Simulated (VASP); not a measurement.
# HfN (Fm-3m) in VASP: a series of runs

Runs on HfN. Level: PBEsol. Tasks: single point, relaxation of cell and atoms.

Program: VASP 6.6.1. These are calculated values, not measurements. Logs are shortened: lines on timing, memory, paths and dates and some standing lists are left out, and cuts for length are marked.

## 1. The cell of the first run

It takes space group Fm-3m (No. 225, cubic). The conventional cell has a = 4.502 Å, b = 4.502 Å, c = 4.502 Å, α = 90.00°, β = 90.00°, γ = 90.00°. Within 3.0 Å of Hf (site symmetry m-3m) lie 6 N at 2.25 Å. Within 3.0 Å of N (site symmetry m-3m) lie 6 Hf at 2.25 Å.

## 2. Single point, PBEsol

INCAR

```
ALGO = Normal ; EDIFF = 1E-6
ENCUT = 520 ; GGA = PS
ISIF = 2 ; ISMEAR = -1
LASPH = True ; LCHARG = False
LREAL = False ; LWAVE = False
NBANDS = 14 ; NELM = 60
PREC = Accurate ; SIGMA = 0.15
```

KPOINTS

```
k-points
0
Gamma
  16 16 16
```

POSCAR

```
HfN
1.0
    0.0000000000      2.2511619679      2.2511619679
    2.2511619679      0.0000000000      2.2511619679
    2.2511619679      2.2511619679      0.0000000000
Hf N
1 1
Direct
    0.0000000000      0.0000000000      0.0000000000
    0.5000000000      0.5000000000      0.5000000000
```

Potentials or basis: VASP PAW PBE potentials, release 64 (Hf_pv, N).

On the command line:

```console
cat potpaw_PBE.64/Hf_pv/POTCAR potpaw_PBE.64/N/POTCAR > POTCAR
mpirun -np 1 vasp_std > vasp.out
```

OUTCAR:

```text
EDIFF = 1E-6
   ENCUT = 520
   GGA = PS
   ISIF = 2
   ISMEAR = -1
   LASPH = True
   LREAL = False
   NELM = 60
   PREC = Accurate

 ion  position               nearest neighbor table
   1  0.000  0.000  0.000-   2 2.25   2 2.25   2 2.25   2 2.25   2 2.25   2 2.25
   2  0.500  0.500  0.500-   1 2.25   1 2.25   1 2.25   1 2.25   1 2.25   1 2.25

  LATTYP: Found a face centered cubic cell.
 ALAT       =     4.5023239358

  Lattice vectors:

 A1 = (   0.0000000000,   2.2511619679,   2.2511619679)
 A2 = (   2.2511619679,   0.0000000000,   2.2511619679)
 A3 = (   2.2511619679,   2.2511619679,   0.0000000000)

Analysis of symmetry for initial positions (statically):
=====================================================================
 Subroutine PRICEL returns:
 Original cell was already a primitive cell.

 Routine SETGRP: Setting up the symmetry group for a
 face centered cubic supercell.

 Subroutine GETGRP returns: Found 48 space group operations
 (whereof 48 operations were pure point group operations)
 out of a pool of 48 trial point group operations.

The static configuration has the point symmetry O_h .

Analysis of symmetry for dynamics (positions and initial velocities):
=====================================================================
 Subroutine PRICEL returns:
 Original cell was already a primitive cell.

 Routine SETGRP: Setting up the symmetry group for a
 face centered cubic supercell.

 Subroutine GETGRP returns: Found 48 space group operations
 (whereof 48 operations were pure point group operations)
 out of a pool of 48 trial point group operations.

The dynamic configuration has the point symmetry O_h .

 Subroutine INISYM returns: Found 48 space group operations
 (whereof 48 operations are pure point group operations),
 and found     1 'primitive' translations

----------------------------------------------------------------------------------------

                                     Primitive cell

  volume of cell :      22.8166

  direct lattice vectors                    reciprocal lattice vectors
     0.000000000  2.251161968  2.251161968    -0.222107519  0.222107519  0.222107519
     2.251161968  0.000000000  2.251161968     0.222107519 -0.222107519  0.222107519
     2.251161968  2.251161968  0.000000000     0.222107519  0.222107519 -0.222107519

  length of vectors
[... 84 lines left out ...]
   EDIFFG = 0.1E-04   stopping-criterion for IOM
   NSW    =      0    number of steps for IOM
   IBRION =     -1    ionic relax: 0-MD 1-quasi-New 2-CG
   NFREE  =      0    steps in history (QN), initial steepest desc. (CG)
   ISIF   =      2    stress and relaxation
   ISYM   =      2    0-nonsym 1-usesym 2-fastsym
   POTIM  = 0.5000    time-step for ionic-motion
   TEBEG  =    0.0;   TEEND  =   0.0 temperature during run
   PSTRESS=    0.0 pullay stress
   NELECT =      15.0000    total number of electrons
   NUPDOWN=      -1.0000    fix difference up-down
   EMIN   =  10.00;   EMAX   =-10.00  energy-range for DOS
   EFERMI =   0.00;   METHOD = LEGACY
   ISMEAR =    -1;   SIGMA  =   0.15  broadening in eV -4-tet -1-fermi 0-gaus
   EFERMI_NEDOS =   21; number of points for ismear=-14 and -15
   IALGO  =     38    algorithm
   IMIX   =      4    mixing-type and parameters
     AMIX     =   0.40;   BMIX     =  1.00
     AMIX_MAG =   1.60;   BMIX_MAG =  1.00
  volume/ion in A,a.u.               =      11.41        76.99
  Fermi-wavevector in a.u.,A,eV,Ry     =   1.423492  2.690011 27.569905  2.026331
  Thomas-Fermi vector in A             =   2.544084
   LORBIT       =      0    0 simple, 1 ext, 2 COOP (PROOUT), +10 PAW based schemes
   GGA     = PS    functional components
   LHFCALC =     F    Hartree Fock is set to
   AEXX    =    0.0000 exact exchange contribution
   IVDW    =     0    specifies the selected vdW correction
   LEPSILON=     F    determine dielectric tensor
   LRPA    =     F    only Hartree local field effects (RPA)
 non-spin polarized calculation
  energy-cutoff  :      520.00
  volume of cell :       22.82
 maximum number of plane-waves:       636
   NGX = 11   NGY = 11   NGZ = 11

 number of electron      15.0000001 magnetization

 Free energy of the ion-electron system (eV)
  ---------------------------------------------------
  ext. energy  EPLUGINS =         0.00000000
  ---------------------------------------------------
  free energy    TOTEN  =       -23.01445294 eV

  energy without entropy =      -22.97165601  energy(sigma->0) =      -22.99305447

 E-fermi :   8.2877     XC(G=0): -12.9484

 val. band max:        8.2865227152   @ k =   0.3750   0.1250   0.0000
 cond. band min:       8.2917475090   @ k =   0.0625   0.0625   0.0000
 fundamental gap:      0.0052247938
 Fermi energy:         8.2876778066

 k-point     1 :       0.0000    0.0000    0.0000
  band No.  band energies     occupation
      1     -22.7259      2.00000
      2     -22.7259      2.00000
      3     -22.7259      2.00000
      4      -9.2093      2.00000
      5       5.2951      2.00000
      6       5.2951      2.00000
      7       5.2951      2.00000
      8       7.9150      1.84614
      9       7.9150      1.84614
     10       7.9150      1.84614
     11      10.2034      0.00001
     12      10.2614      0.00000
     13      10.2614      0.00000
     14      17.8549      0.00000
[... 377 lines left out ...]
      1     -22.8275      2.00000
      2     -22.7512      2.00000
      3     -22.7278      2.00000
      4      -8.9646      2.00000
      5       4.2589      2.00000
      6       4.6109      2.00000
      7       4.9313      2.00000
      8       8.0904      1.57682
      9       8.0920      1.57329
     10       8.5442      0.30623
     11      10.3961      0.00000
     12      11.2159      0.00000
     13      11.3243      0.00000
     14      18.6648      0.00000

 [... further k-points ...]
[... 5 lines left out ...]
  --------------------------------------------------------------------------------------
  -------------------------------------------------------------------------------------
  Total       -0.3094773     -0.3094773     -0.3094773     -0.0000000      0.0000000     -0.0000000
  in kB      -21.7314697    -21.7314697    -21.7314697     -0.0000000      0.0000000     -0.0000000
  external PRESSURE =     -21.7314697 kB  Pullay stress =       0.0000000 kB

 VOLUME and BASIS-vectors are now :
 -----------------------------------------------------------------------------
  energy-cutoff  :      520.00
  volume of cell :       22.82
      direct lattice vectors                 reciprocal lattice vectors
     0.000000000  2.251161968  2.251161968    -0.222107519  0.222107519  0.222107519
     2.251161968  0.000000000  2.251161968     0.222107519 -0.222107519  0.222107519
     2.251161968  2.251161968  0.000000000     0.222107519  0.222107519 -0.222107519

 POSITION                                       TOTAL-FORCE (eV/Angst)
 -----------------------------------------------------------------------------------
      0.00000      0.00000      0.00000        -0.000000      0.000000     -0.000000
      2.25116      2.25116      2.25116         0.000000     -0.000000      0.000000
 -----------------------------------------------------------------------------------
    total drift:                                0.000000     -0.000000     -0.000000

  FREE ENERGIE OF THE ION-ELECTRON SYSTEM (eV)
  ---------------------------------------------------
  free  energy   TOTEN  =       -23.0144529392 eV

  energy  without entropy=      -22.9716560081  energy(sigma->0) =      -22.99305447
```

Wall time 17 s (1 thread of Intel Xeon 6975P-C (Granite Rapids), shared host); peak memory 0.17 GiB.

What came out:

| Quantity | Value |
| --- | --- |
| Free energy | -23.0145 eV |
| Pressure | -2.2 GPa |

Caveat: the PAW data sets were made with another functional, which shifts forces and pressure a little; spin-orbit coupling is left out, which moves the levels of the heavy elements.

## 3. Relaxation of cell and atoms, PBEsol, target pressure 40 GPa, at which the enthalpy is minimised

INCAR

```
ALGO = Normal
EDIFF = 1E-6
EDIFFG = -0.001
ENCUT = 600
GGA = PS
IBRION = 2
ISIF = 3
ISMEAR = -1
LASPH = True
LCHARG = False
LREAL = False
LWAVE = False
NELM = 80
NSW = 80
PREC = Accurate
PSTRESS = 400.0
SIGMA = 0.15
```

KPOINTS is that of step 2.

POSCAR is that of step 2.

Potentials or basis: VASP PAW PBE potentials, release 64 (Hf_pv, N).

On the command line:

```console
cat potpaw_PBE.64/Hf_pv/POTCAR potpaw_PBE.64/N/POTCAR > POTCAR
mpirun -np 1 vasp_std > vasp.out
```

OUTCAR:

```text
EDIFF = 1E-6
   EDIFFG = -0.001
   ENCUT = 600
   GGA = PS
   IBRION = 2
   ISIF = 3
   ISMEAR = -1
   LASPH = True
   LREAL = False
   NELM = 80
   NSW = 80
   PREC = Accurate
   PSTRESS = 400.0

 ion  position               nearest neighbor table
   1  0.000  0.000  0.000-   2 2.25   2 2.25   2 2.25   2 2.25   2 2.25   2 2.25
   2  0.500  0.500  0.500-   1 2.25   1 2.25   1 2.25   1 2.25   1 2.25   1 2.25

  LATTYP: Found a face centered cubic cell.
 ALAT       =     4.5023239358

  Lattice vectors:

 A1 = (   0.0000000000,   2.2511619679,   2.2511619679)
 A2 = (   2.2511619679,   0.0000000000,   2.2511619679)
 A3 = (   2.2511619679,   2.2511619679,   0.0000000000)

Analysis of symmetry for initial positions (statically):
[... 627 lines left out ...]
  energy  without entropy=      -22.7932164742  energy(sigma->0) =      -22.81227404

  enthalpy is  TOTEN    =       -17.6758921060 eV   P V=        5.1554394905

[... ionic steps 4 to 13 ...]

--------------------------------------- Ionic step       14  -------------------------------------------

 number of electron      15.0000001 magnetization

------------------------ aborting loop because EDIFF is reached ----------------------------------------
[... 71 lines left out ...]
--------------------------------------- Ionic step       16  -------------------------------------------

 number of electron      15.0000001 magnetization

 Free energy of the ion-electron system (eV)
  ---------------------------------------------------
  ext. energy  EPLUGINS =         0.00000000
  ---------------------------------------------------
  free energy    TOTEN  =       -22.75435923 eV

  energy without entropy =      -22.71693690  energy(sigma->0) =      -22.73564806

 E-fermi :   9.3602     XC(G=0): -13.5698

 val. band max:        9.3599925142   @ k =   0.3750   0.1250   0.0000
 cond. band min:       9.4391456378   @ k =  -0.1250   0.0625   0.0000
 fundamental gap:      0.0791531237
 Fermi energy:         9.3602032175

 k-point     1 :       0.0000    0.0000    0.0000
  band No.  band energies     occupation
      1     -21.1843      2.00000
      2     -21.1843      2.00000
      3     -21.1843      2.00000
      4      -8.8212      2.00000
      5       6.2492      2.00000
      6       6.2492      2.00000
      7       6.2492      2.00000
      8       8.9011      1.91050
      9       8.9011      1.91050
     10       8.9011      1.91050
     11      11.6226      0.00000
[... 355 lines left out ...]
  energy  without entropy=      -22.7169368991  energy(sigma->0) =      -22.73564806

  enthalpy is  TOTEN    =       -17.6838008083 eV   P V=        5.0705584187

 reached required accuracy - stopping structural energy minimisation
```

Run time: 2.9 min. Hardware: 1 thread of Intel Xeon 6975P-C (Granite Rapids), shared host; peak memory 0.22 GiB.

Results:

```
Free energy                                            : -22.7544 eV
Relaxed volume                                         : 10.15 Å³/atom
Relaxed cell                                           : a = 3.062 Å, b = 3.062 Å, c = 3.062 Å, α = 60.00°, β = 60.00°, γ = 60.00°
Space group after relaxing (to 0.05 Å)                 : Fm-3m (No. 225)
Energy change on relaxing (the enthalpy is what falls) : +131.1 meV/atom
Ionic steps                                            : 16
Pressure after relaxing                                : 40.0 GPa
```

The path:
```csv
step,energy change (eV),largest force (eV/Å),pressure (GPa),volume (Å³)
1,0.0000,0.0000,-2.28,22.82
2,6.3407,0.0000,363.64,14.25
3,0.1852,0.0000,32.67,20.65
4,0.2351,0.0000,37.51,20.42
5,0.2626,0.0000,40.02,20.31
6,0.2507,0.0000,38.95,20.36
7,0.2516,0.0000,39.03,20.35
8,0.2543,0.0000,39.29,20.34
9,0.2544,0.0000,39.28,20.34
10,0.2545,0.0000,39.29,20.34
11,0.2548,0.0000,39.30,20.34
12,0.2554,0.0000,39.32,20.34
13,0.2565,0.0000,39.48,20.33
14,0.2588,0.0000,39.70,20.32
15,0.2635,0.0000,40.12,20.30
16,0.2622,0.0000,40.00,20.31
```

Final structure:
```
Hf N
1.0
     0.00000    2.16550    2.16550
     2.16550    0.00000    2.16550
     2.16550    2.16550    0.00000
Hf N
1 1
Direct
  0.00000 0.00000 0.00000
  0.50000 0.50000 0.50000
```

Caveat: the cell is relaxed towards a set pressure, so the enthalpy falls and the energy may rise; the PAW data sets were made with another functional, which shifts forces and pressure a little; spin-orbit coupling is left out, which moves the levels of the heavy elements.

## 4. Single point, PBEsol

This run uses another cell than the first one, of 11.18 Å³/atom, 0.980 times its volume.

INCAR

```
  ALGO = Normal
  EDIFF = 1E-6
  ENCUT = 520
  GGA = PS
  ISIF = 2
  ISMEAR = -1
  LASPH = True
  LCHARG = True
  LELF = True
  LREAL = False
  LVHAR = True
  LWAVE = False
  NBANDS = 14
  NELM = 80
  PREC = Accurate
  SIGMA = 0.15
```

KPOINTS is that of step 3.

POSCAR

```
HfN
1.0
    0.0000000000      2.2360003746      2.2360003746
    2.2360003746      0.0000000000      2.2360003746
    2.2360003746      2.2360003746      0.0000000000
Hf N
1 1
Direct
    0.0000000000      0.0000000000      0.0000000000
    0.5000000000      0.5000000000      0.5000000000
```

Potentials or basis: VASP PAW PBE potentials, release 64 (Hf_pv, N).

On the command line:

```console
cat potpaw_PBE.64/Hf_pv/POTCAR potpaw_PBE.64/N/POTCAR > POTCAR
mpirun -np 1 vasp_std > vasp.out
```

OUTCAR:

```text
EDIFF = 1E-6
   ENCUT = 520
   GGA = PS
   ISIF = 2
   ISMEAR = -1
   LASPH = True
   LREAL = False
   NELM = 80
   PREC = Accurate

 ion  position               nearest neighbor table
   1  0.000  0.000  0.000-   2 2.24   2 2.24   2 2.24   2 2.24   2 2.24   2 2.24
   2  0.500  0.500  0.500-   1 2.24   1 2.24   1 2.24   1 2.24   1 2.24   1 2.24

  LATTYP: Found a face centered cubic cell.
 ALAT       =     4.4720007492

  Lattice vectors:

 A1 = (   0.0000000000,   2.2360003746,   2.2360003746)
 A2 = (   2.2360003746,   0.0000000000,   2.2360003746)
 A3 = (   2.2360003746,   2.2360003746,   0.0000000000)

Analysis of symmetry for initial positions (statically):
=====================================================================
 Subroutine PRICEL returns:
 Original cell was already a primitive cell.

 Routine SETGRP: Setting up the symmetry group for a
 face centered cubic supercell.

 Subroutine GETGRP returns: Found 48 space group operations
 (whereof 48 operations were pure point group operations)
 out of a pool of 48 trial point group operations.

The static configuration has the point symmetry O_h .

Analysis of symmetry for dynamics (positions and initial velocities):
[... 165 lines left out ...]
 k-point     1 :       0.0000    0.0000    0.0000
  band No.  band energies     occupation
      1     -22.4631      2.00000
      2     -22.4631      2.00000
      3     -22.4631      2.00000
      4      -9.1476      2.00000
      5       5.4545      2.00000
      6       5.4545      2.00000
      7       5.4545      2.00000
      8       8.0844      1.85864
      9       8.0844      1.85864
     10       8.0844      1.85864
     11      10.4930      0.00000
     12      10.4930      0.00000
     13      10.5853      0.00000
     14      18.0862      0.00000
[... 377 lines left out ...]
      1     -22.5733      2.00000
      2     -22.4903      2.00000
      3     -22.4649      2.00000
      4      -8.8915      2.00000
      5       4.4062      2.00000
      6       4.7497      2.00000
      7       5.0814      2.00000
      8       8.2654      1.59465
      9       8.2655      1.59440
     10       8.7331      0.29649
     11      10.6830      0.00000
     12      11.5513      0.00000
     13      11.5869      0.00000
     14      18.9170      0.00000

 [... further k-points ...]
[... 5 lines left out ...]
  --------------------------------------------------------------------------------------
  -------------------------------------------------------------------------------------
  Total        0.5300587      0.5300587      0.5300587     -0.0000000      0.0000000      0.0000000
  in kB       37.9829734     37.9829734     37.9829734     -0.0000000      0.0000000      0.0000000
  external PRESSURE =      37.9829734 kB  Pullay stress =       0.0000000 kB

 VOLUME and BASIS-vectors are now :
 -----------------------------------------------------------------------------
  energy-cutoff  :      520.00
  volume of cell :       22.36
      direct lattice vectors                 reciprocal lattice vectors
     0.000000000  2.236000375  2.236000375    -0.223613558  0.223613558  0.223613558
     2.236000375  0.000000000  2.236000375     0.223613558 -0.223613558  0.223613558
     2.236000375  2.236000375  0.000000000     0.223613558  0.223613558 -0.223613558

 POSITION                                       TOTAL-FORCE (eV/Angst)
 -----------------------------------------------------------------------------------
      0.00000      0.00000      0.00000        -0.000000      0.000000     -0.000000
      2.23600      2.23600      2.23600         0.000000     -0.000000      0.000000
 -----------------------------------------------------------------------------------
    total drift:                                0.000000     -0.000000     -0.000000

  FREE ENERGIE OF THE ION-ELECTRON SYSTEM (eV)
  ---------------------------------------------------
  free  energy   TOTEN  =       -23.0119477563 eV

  energy  without entropy=      -22.9701747023  energy(sigma->0) =      -22.99106123
```

Run time: 18 s. Hardware: 1 thread of Intel Xeon Platinum 8488C (Sapphire Rapids), shared host; peak memory 0.17 GiB.

What came out:

```yaml
Free_energy: -23.0119 eV
Pressure: 3.8 GPa
```

Caveat: the PAW data sets were made with another functional, which shifts forces and pressure a little; spin-orbit coupling is left out, which moves the levels of the heavy elements.

## 5. The runs side by side

```csv
task,cell,cutoff (eV),gap on the mesh (eV),pressure (GPa)
single point,"a = 3.184 Å, angles 60.0°, 2 atoms",520,none,-2.2
relaxation of cell and atoms,"relaxed to 40 GPa from a = 3.184 Å, angles 60.0°, 2 atoms",600,none,40.0
single point,"a = 3.162 Å, angles 60.0°, 2 atoms",520,none,3.8
```

Alike in all rows: level PBEsol; potentials or basis VASP PAW PBE potentials, release 64 (Hf_pv, N); no spin polarisation; k mesh 16 × 16 × 16; smearing fermi-dirac 0.15 eV.

Caveats: the PAW data sets were made with another functional, which shifts forces and pressure a little; spin-orbit coupling is left out, which moves the levels of the heavy elements; the cell is relaxed towards a set pressure, so the enthalpy falls and the energy may rise (some runs).

Absolute energies hang on the potentials; compare differences alone.
